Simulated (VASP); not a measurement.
Input of a VASP 6.6.1 run:

File INCAR:

```
SYSTEM = ZnS
PREC = Accurate ; ENCUT = 520
EDIFF = 1E-6 ; ISMEAR = 0
SIGMA = 0.01 ; LREAL = Auto
LASPH = .True. ; NELM = 100
ALGO = Normal ; ISIF = 2
LWAVE = .False. ; LCHARG = .False.
GGA = PE ; NBANDS = 86
```

Contents of KPOINTS:

```
regular mesh
0
Gamma
  1 1 1
  0 0 0
```

The input POSCAR:

```
ZnS
1.0
    0.0000000000      5.4423087469     -5.4423087469
    5.4423087469      5.4423087469      0.0000000000
    5.4423087469      0.0000000000     -5.4423087469
Zn S
8 8
Direct
    0.5000000000      0.5000000000      0.0000000000
    0.5000000000      0.0000000000      0.0000000000
    1.0000000000      0.5000000000      0.0000000000
    1.0000000000      0.0000000000      0.0000000000
    0.5000000000      0.5000000000      0.5000000000
    0.5000000000      0.0000000000      0.5000000000
    1.0000000000      0.5000000000      0.5000000000
    1.0000000000      0.0000000000      0.5000000000
    0.3750000000      0.3750000000      0.3750000000
    0.3750000000      0.8750000000      0.3750000000
    0.8750000000      0.3750000000      0.3750000000
    0.8750000000      0.8750000000      0.3750000000
    0.3750000000      0.3750000000      0.8750000000
    0.3750000000      0.8750000000      0.8750000000
    0.8750000000      0.3750000000      0.8750000000
    0.8750000000      0.8750000000      0.8750000000
```

Potentials or basis: VASP PAW PBE potentials, release 64 (Zn, S).

Command:

```console
$ cat potpaw_PBE.64/Zn/POTCAR potpaw_PBE.64/S/POTCAR > POTCAR
$ mpirun -np 1 vasp_gam > vasp.out
```

(1) Estimate the pressure.

(2) Estimate the band gap on the k mesh.

Answers

(1) 5.7 GPa.

(2) 1.90 eV.

Caveat: the k points lie up to 1.00 Å⁻¹ apart.
